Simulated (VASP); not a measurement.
# CoIrC4N4 (P-43m) in VASP: relaxation of cell and atoms with PBE

Aim: the relaxation of cell and atoms of CoIrC4N4 with PBE.

Program: VASP 6.6.1. These are calculated values, not measurements. Logs are shortened: lines on timing, memory, paths and dates and some standing lists are left out, and cuts for length are marked.

**1. The cell of the first run**

Symmetry: P-43m, No. 215, cubic system. The conventional cell has a = 5.797 Å, b = 5.797 Å, c = 5.797 Å, α = 90.00°, β = 90.00°, γ = 90.00°. Within 2.5 Å of Co (site symmetry -43m) lie 4 N at 1.89 Å. Within 2.6 Å of Ir (site symmetry -43m) lie 4 C at 1.95 Å. Within 1.6 Å of C (site symmetry 3m) lie 1 N at 1.18 Å. Within 1.6 Å of N (site symmetry 3m) lie 1 C at 1.18 Å.

**2. Relaxation of cell and atoms, PBE, collinear spin, ferrimagnetic start**

Input file INCAR:

```
SYSTEM = CoIrC4N4
  ALGO = Normal
  EDIFF = 1E-7
  EDIFFG = -0.01
  ENCUT = 600
  GGA = PE
  GGA_COMPAT = .False.
  IBRION = 2
  ISIF = 3
  ISMEAR = 0
  ISPIN = 2
  KPAR = 4
  LASPH = .True.
  LCHARG = .False.
  LMAXMIX = 4
  LORBIT = 11
  LREAL = .False.
  LWAVE = .False.
  MAGMOM = -2.12 0.69 0 0 0 0 0 0 0 0
  NELM = 200
  NELMIN = 4
  NSW = 100
  PREC = Accurate
  SIGMA = 0.1
```

Input file KPOINTS:

```
k-points
0
Gamma
  8 8 8
  0 0 0
```

Input file POSCAR:

```
CoIrC4N4
1.0
    5.7969093492      0.0000000000      0.0000000000
    0.0000000000      5.7969093492      0.0000000000
    0.0000000000      0.0000000000      5.7969093492
Co Ir C N
1 1 4 4
Direct
    0.5000000000      0.5000000000      0.5000000000
    0.0000000000      0.0000000000      0.0000000000
    0.1945103147      0.1945103147      0.1945103147
    0.1945103147      0.8054896853      0.8054896853
    0.8054896853      0.1945103147      0.8054896853
    0.8054896853      0.8054896853      0.1945103147
    0.3121464911      0.3121464911      0.3121464911
    0.3121464911      0.6878535089      0.6878535089
    0.6878535089      0.3121464911      0.6878535089
    0.6878535089      0.6878535089      0.3121464911
```

Potentials or basis: VASP PAW PBE potentials, release 64 (Co, Ir, C, N).

On the command line:

```console
$ cat potpaw_PBE.64/Co/POTCAR potpaw_PBE.64/Ir/POTCAR potpaw_PBE.64/C/POTCAR potpaw_PBE.64/N/POTCAR > POTCAR
$ mpirun -np 4 vasp_std > vasp.out
```

OUTCAR:

```text
SYSTEM = CoIrC4N4
   EDIFF = 1E-7
   EDIFFG = -0.01
   ENCUT = 600
   GGA = PE
   IBRION = 2
   ISIF = 3
   ISMEAR = 0
   ISPIN = 2
   LASPH = .True.
   LORBIT = 11
   LREAL = .False.
   NELM = 200
   NELMIN = 4
   NSW = 100
   PREC = Accurate

 ion  position               nearest neighbor table
   1  0.500  0.500  0.500-   7 1.89   8 1.89   9 1.89  10 1.89
   2  0.000  0.000  0.000-   3 1.95   4 1.95   5 1.95   6 1.95
   3  0.195  0.195  0.195-   7 1.18   2 1.95
   4  0.195  0.805  0.805-   8 1.18   2 1.95
   5  0.805  0.195  0.805-   9 1.18   2 1.95
   6  0.805  0.805  0.195-  10 1.18   2 1.95
   7  0.312  0.312  0.312-   3 1.18   1 1.89
   8  0.312  0.688  0.688-   4 1.18   1 1.89
   9  0.688  0.312  0.688-   5 1.18   1 1.89
  10  0.688  0.688  0.312-   6 1.18   1 1.89

  LATTYP: Found a simple cubic cell.
 ALAT       =     5.7969093492

  Lattice vectors:

 A1 = (   5.7969093492,   0.0000000000,   0.0000000000)
 A2 = (   0.0000000000,   5.7969093492,   0.0000000000)
 A3 = (   0.0000000000,   0.0000000000,   5.7969093492)

Analysis of symmetry for initial positions (statically):
=====================================================================
 Subroutine PRICEL returns:
 Original cell was already a primitive cell.

 Routine SETGRP: Setting up the symmetry group for a
 simple cubic supercell.

 Subroutine GETGRP returns: Found 24 space group operations
 (whereof 24 operations were pure point group operations)
 out of a pool of 48 trial point group operations.

The static configuration has the point symmetry T_d .

Analysis of symmetry for dynamics (positions and initial velocities):
=====================================================================
 Subroutine PRICEL returns:
 Original cell was already a primitive cell.

 Routine SETGRP: Setting up the symmetry group for a
 simple cubic supercell.

 Subroutine GETGRP returns: Found 24 space group operations
 (whereof 24 operations were pure point group operations)
 out of a pool of 48 trial point group operations.

The dynamic configuration has the point symmetry T_d .

Analysis of structural, dynamic, and magnetic symmetry:
=====================================================================
 Subroutine PRICEL returns:
 Original cell was already a primitive cell.

 Routine SETGRP: Setting up the symmetry group for a
 simple cubic supercell.

 Subroutine GETGRP returns: Found 24 space group operations
 (whereof 24 operations were pure point group operations)
 out of a pool of 48 trial point group operations.

The overall configuration has the point symmetry T_d .

 Subroutine INISYM returns: Found 24 space group operations
 (whereof 24 operations are pure point group operations),
 and found     1 'primitive' translations

----------------------------------------------------------------------------------------

                                     Primitive cell

  volume of cell :     194.8003

  direct lattice vectors                    reciprocal lattice vectors
     5.796909349  0.000000000  0.000000000     0.172505716  0.000000000  0.000000000
     0.000000000  5.796909349  0.000000000     0.000000000  0.172505716  0.000000000
     0.000000000  0.000000000  5.796909349     0.000000000  0.000000000  0.172505716

  length of vectors
     5.796909349  5.796909349  5.796909349     0.172505716  0.172505716  0.172505716

  position of ions in fractional coordinates (direct lattice)
     0.500000000  0.500000000  0.500000000
     0.000000000  0.000000000  0.000000000
     0.194510315  0.194510315  0.194510315
     0.194510315  0.805489685  0.805489685
     0.805489685  0.194510315  0.805489685
     0.805489685  0.805489685  0.194510315
     0.312146491  0.312146491  0.312146491
     0.312146491  0.687853509  0.687853509
     0.687853509  0.312146491  0.687853509
     0.687853509  0.687853509  0.312146491

  ion indices of the primitive-cell ions
   primitive index   ion index
                 1           1
                 2           2
                 3           3
                 4           4
                 5           5
                 6           6
                 7           7
                 8           8
                 9           9
[... 27 lines left out ...]

 Following reciprocal coordinates:
            Coordinates               Weight
  0.000000  0.000000  0.000000      1.000000
  0.125000  0.000000  0.000000      6.000000
  0.250000  0.000000  0.000000      6.000000
  0.375000  0.000000  0.000000      6.000000
  0.500000  0.000000  0.000000      3.000000
  0.125000  0.125000  0.000000     12.000000
[... 16 lines left out ...]
  0.375000  0.375000  0.125000     24.000000
  0.500000  0.375000  0.125000     24.000000
 [... further k-points ...]
   k-points           NKPTS =     35   k-points in BZ     NKDIM =     35   number of bands    NBANDS=     34
   number of dos      NEDOS =    301   number of ions     NIONS =     10
   total plane-waves  NPLWV = 110592
   dimension x,y,z NGX =    48 NGY =   48 NGZ =   48
   dimension x,y,z NGXF=    96 NGYF=   96 NGZF=   96
   ions per type =               1   1   4   4
   NGX,Y,Z   is equivalent  to a cutoff of  13.77, 13.77, 13.77 a.u.
   NGXF,Y,Z  is equivalent  to a cutoff of  27.53, 27.53, 27.53 a.u.
 SYSTEM =  CoIrC4N4
   PREC   = accura    normal or accurate (medium, high low for compatibility)
   ISTART =      0    job   : 0-new  1-cont  2-samecut
   ICHARG =      2    charge: 1-file 2-atom 10-const
   ISPIN  =      2    spin polarized calculation?
   LNONCOLLINEAR =      F non collinear calculations
   LSORBIT =      F    spin-orbit coupling
   LASPH  =      T    aspherical Exc in radial PAW
   ENCUT  =  600.0 eV  44.10 Ry    6.64 a.u.  11.58 11.58 11.58*2*pi/ulx,y,z
   NELM   =    200;   NELMIN=  4; NELMDL= -5     # of ELM steps
   EDIFF  = 0.1E-06   stopping-criterion for ELM
   LREAL  =      F    real-space projection
   EDIFFG = -.1E-01   stopping-criterion for IOM
   NSW    =    100    number of steps for IOM
   IBRION =      2    ionic relax: 0-MD 1-quasi-New 2-CG
   NFREE  =      1    steps in history (QN), initial steepest desc. (CG)
   ISIF   =      3    stress and relaxation
   ISYM   =      2    0-nonsym 1-usesym 2-fastsym
   POTIM  = 0.5000    time-step for ionic-motion
   TEBEG  =    0.0;   TEEND  =   0.0 temperature during run
   PSTRESS=    0.0 pullay stress
   NELECT =      54.0000    total number of electrons
   NUPDOWN=      -1.0000    fix difference up-down
   EMIN   =  10.00;   EMAX   =-10.00  energy-range for DOS
   EFERMI =   0.00;   METHOD = LEGACY
   ISMEAR =     0;   SIGMA  =   0.10  broadening in eV -4-tet -1-fermi 0-gaus
   EFERMI_NEDOS =   21; number of points for ismear=-14 and -15
   IALGO  =     38    algorithm
   IMIX   =      4    mixing-type and parameters
     AMIX     =   0.40;   BMIX     =  1.00
     AMIX_MAG =   1.60;   BMIX_MAG =  1.00
  volume/ion in A,a.u.               =      19.48       131.46
  Fermi-wavevector in a.u.,A,eV,Ry     =   1.067439  2.017166 15.502821  1.139425
  Thomas-Fermi vector in A             =   2.203055
   LORBIT       =     11    0 simple, 1 ext, 2 COOP (PROOUT), +10 PAW based schemes
   GGA     = PE    functional components
   LHFCALC =     F    Hartree Fock is set to
   AEXX    =    0.0000 exact exchange contribution
   IVDW    =     0    specifies the selected vdW correction
   LEPSILON=     F    determine dielectric tensor
   LRPA    =     F    only Hartree local field effects (RPA)
 conjugate gradient relaxation of ions
 spin polarized calculation
 Gauss-broadening in eV      SIGMA  =   0.10
  energy-cutoff  :      600.00
  volume of cell :      194.80
 maximum number of plane-waves:      6619
 NGX is ok and might be reduce to    48
   NGX = 23   NGY = 23   NGZ = 23

--------------------------------------- Ionic step        1  -------------------------------------------

 number of electron      54.0000003 magnetization       0.0223486

 number of electron      54.0000003 magnetization      -0.0470998

 Free energy of the ion-electron system (eV)
  ---------------------------------------------------
  ext. energy  EPLUGINS =         0.00000000
  ---------------------------------------------------
  free energy    TOTEN  =       -80.64810890 eV

  energy without entropy =      -80.64312720  energy(sigma->0) =      -80.64561805

------------------------ aborting loop because EDIFF is reached ----------------------------------------

  FORCE on cell =-STRESS in cart. coord.  units (eV):
  Direction    XX          YY          ZZ          XY          YZ          ZX
  --------------------------------------------------------------------------------------
  -------------------------------------------------------------------------------------
  Total        0.2681784      0.2681784      0.2681784     -0.0000000     -0.0000000      0.0000000
  in kB        2.2056915      2.2056915      2.2056915     -0.0000000     -0.0000000      0.0000000
  external PRESSURE =       2.2056915 kB  Pullay stress =       0.0000000 kB
[... 207 lines left out ...]
--------------------------------------- Ionic step        6  -------------------------------------------

 number of electron      54.0000002 magnetization      -0.0522734

 Free energy of the ion-electron system (eV)
  ---------------------------------------------------
  ext. energy  EPLUGINS =         0.00000000
  ---------------------------------------------------
  free energy    TOTEN  =       -80.65000966 eV

  energy without entropy =      -80.64466793  energy(sigma->0) =      -80.64733879

 E-fermi :  -0.2128     XC(G=0):  -7.5488

 val. band max:       -0.2164016674   @ k =   0.5000   0.5000   0.0000
 cond. band min:      -0.2087714395   @ k =   0.5000   0.0000   0.0000
 fundamental gap:      0.0076302279
 Fermi energy:        -0.2128280292

 spin component 1

 k-point     1 :       0.0000    0.0000    0.0000
  band No.  band energies     occupation
      1     -18.2927      1.00000
      2     -18.1285      1.00000
      3     -18.1285      1.00000
      4     -18.1285      1.00000
      5      -9.5117      1.00000
      6      -8.4121      1.00000
[... 877 lines left out ...]
     33       4.3320      0.00000
     34       4.5237      0.00000

 [... further k-points ...]

 spin component 2

 k-point     1 :       0.0000    0.0000    0.0000
  band No.  band energies     occupation
      1     -18.1934      1.00000
      2     -18.0294      1.00000
      3     -18.0294      1.00000
      4     -18.0294      1.00000
      5      -9.3210      1.00000
      6      -8.2854      1.00000
[... 916 lines left out ...]
  FREE ENERGIE OF THE ION-ELECTRON SYSTEM (eV)
  ---------------------------------------------------
  free  energy   TOTEN  =       -80.6500096559 eV

  energy  without entropy=      -80.6446679334  energy(sigma->0) =      -80.64733879

 reached required accuracy - stopping structural energy minimisation

 total charge

# of ion       s       p       d       tot
------------------------------------------
    1        0.417   0.613   7.158   8.188
    2        0.739   0.925   7.017   8.680
    3        0.935   1.634   0.000   2.569
    4        0.935   1.634   0.000   2.569
    5        0.935   1.634   0.000   2.569
    6        0.935   1.634   0.000   2.569
    7        1.294   2.575   0.000   3.868
    8        1.294   2.575   0.000   3.868
    9        1.294   2.575   0.000   3.868
   10        1.294   2.575   0.000   3.868
--------------------------------------------------
tot         10.070  18.374  14.175  42.619

 magnetization (x)

# of ion       s       p       d       tot
------------------------------------------
    1       -0.008  -0.069  -2.012  -2.089
    2        0.010   0.297   0.867   1.174
    3        0.013  -0.006   0.000   0.007
    4        0.013  -0.006   0.000   0.007
    5        0.013  -0.006   0.000   0.007
    6        0.013  -0.006   0.000   0.007
    7       -0.004   0.088   0.000   0.084
    8       -0.004   0.088   0.000   0.084
    9       -0.004   0.088   0.000   0.084
   10       -0.004   0.088   0.000   0.084
--------------------------------------------------
tot          0.038   0.557  -1.145  -0.550
```

Wall time 9 min (4 MPI ranks of Intel Xeon 6975P-C (Granite Rapids), shared host); peak memory 0.75 GiB.

Results:

```yaml
Free_energy: -80.6500 eV
Relaxed_volume: 19.45 Å³/atom
Relaxed_cell: a = 5.794 Å, b = 5.794 Å, c = 5.794 Å, α = 90.00°, β = 90.00°, γ = 90.00°
Space_group_after_relaxing_to_0.1_Å: P-43m (No. 215)
Energy_gained_by_relaxing: 0.2 meV/atom
Ionic_steps: 6
Pressure_after_relaxing: 0.0 GPa
Largest_force_after_relaxing: 0.008 eV/Å
Net_moment: -0.05 μB per cell
Site_moments: Co -2.09; Ir +1.17; C +0.01; N +0.08 μB
Valence_electrons_inside_the_program's_atomic_spheres: Co 8.19; Ir 8.68; C 2.57; N 3.87
```

Forces in eV/Å, atoms in the order of the input:
```
Co   0.000  0.000  0.000
Ir   0.000  0.000  0.000
C   -0.004 -0.004 -0.004
C   -0.004  0.004  0.004
C    0.004 -0.004  0.004
C    0.004  0.004 -0.004
N    0.004  0.004  0.004
N    0.004 -0.004 -0.004
N   -0.004  0.004 -0.004
N   -0.004 -0.004  0.004
```

The path:
```csv
step,energy change (eV),largest force (eV/Å),pressure (GPa),volume (Å³)
1,0.0000,0.2892,0.22,194.80
2,0.0932,2.0343,-2.73,195.56
3,-0.0013,0.0448,-0.10,194.88
4,-0.0013,0.0404,-0.09,194.88
5,-0.0018,0.0223,-0.05,194.65
6,-0.0019,0.0078,-0.01,194.46
```

Final structure:
```yaml
crystal:
  lattice:
    - [5.79351, 0.00000, 0.00000]
    - [0.00000, 5.79351, 0.00000]
    - [0.00000, 0.00000, 5.79351]
  atoms:
    - { symbol: Co, position: [0.50000, 0.50000, 0.50000] }
    - { symbol: Ir, position: [0.00000, 0.00000, 0.00000] }
    - { symbol: C, position: [0.19467, 0.19467, 0.19467] }
    - { symbol: C, position: [0.19467, 0.80533, 0.80533] }
    - { symbol: C, position: [0.80533, 0.19467, 0.80533] }
    - { symbol: C, position: [0.80533, 0.80533, 0.19467] }
    - { symbol: N, position: [0.31262, 0.31262, 0.31262] }
    - { symbol: N, position: [0.31262, 0.68738, 0.68738] }
    - { symbol: N, position: [0.68738, 0.31262, 0.68738] }
    - { symbol: N, position: [0.68738, 0.68738, 0.31262] }
```

Levels at points of the mesh, in eV from the Fermi level:
Spin up:
```
           k point  band 24  band 25  band 26  band 27  band 28  band 29  band 30  band 31
(0.00, 0.00, 0.00)    -0.91    -0.91    -0.60    -0.60     0.76     0.76     0.76     4.66
(0.50, 0.00, 0.00)    -0.92    -0.77    -0.77     0.00     0.84     0.96     0.96     4.24
(0.50, 0.50, 0.00)    -0.90    -0.65    -0.65     0.00     0.82     0.89     0.89     4.38
(0.50, 0.50, 0.50)    -0.68    -0.68    -0.52    -0.52     0.75     0.75     0.75     4.57
```
Spin down:
```
           k point  band 24  band 25  band 26  band 27  band 28  band 29  band 30  band 31
(0.00, 0.00, 0.00)    -1.61    -1.61    -1.22    -1.22    -0.03    -0.03    -0.03     4.85
(0.50, 0.00, 0.00)    -1.85    -1.76    -1.76    -1.11     0.32     0.45     0.45     4.20
(0.50, 0.50, 0.00)    -1.80    -1.72    -1.72    -1.12     0.38     0.45     0.45     4.32
(0.50, 0.50, 0.50)    -1.60    -1.60    -1.11    -1.11     0.14     0.14     0.14     4.76
```

Caveat: spin-orbit coupling is left out, which moves the levels of the heavy elements. With open d or f shells a metallic result of PBE can be an artefact of self-interaction; +U or a hybrid may open a gap.
